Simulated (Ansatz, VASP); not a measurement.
## Two plane-wave programs on Cu3Mo

```
CELL_PARAMETERS angstrom
2.63872 0.00000 0.00000
-1.31936 2.28520 0.00000
0.00000 0.00000 8.69758
ATOMIC_POSITIONS crystal
Cu 0.00000 0.00000 0.00000
Cu 0.66667 0.33333 0.76089
Cu 0.66667 0.33333 0.23911
Mo 0.00000 0.00000 0.50000
```

Change from the starting cell: species swapped into the Co3Ir type (P-6m2, No. 187).

Alike in both runs: functional PBE; k mesh 6 × 6 × 2; occupations gaussian, width 0.1 eV; no spin polarisation.

Ansatz relaxed the structure, and its values are those at the end. VASP's run is a single point on that final structure, the one shown.

|  | VASP | Ansatz |
| --- | --- | --- |
| version | VASP 6.6.1 | Ansatz 0.2.0 |
| potentials or method | VASP PAW PBE potentials, release 64 (Cu_sv_GW, Mo_sv), cutoff 820 eV | scalar-relativistic, plane waves, PAW |
| valence electrons in the cell | 71 | 71 |

Ansatz gave:

| Quantity | Value |
| --- | --- |
| gap on the k mesh at the Fermi level (eV) | none |
| pressure (GPa) | 0.2 |

What did VASP give for the same quantities?

gap on the k mesh at the Fermi level (eV): none; pressure (GPa): -0.7.

A gap of «none» marks a metal or a gap that the smearing closes.

The k mesh is coarse, so the values compare programs but aren't converged.
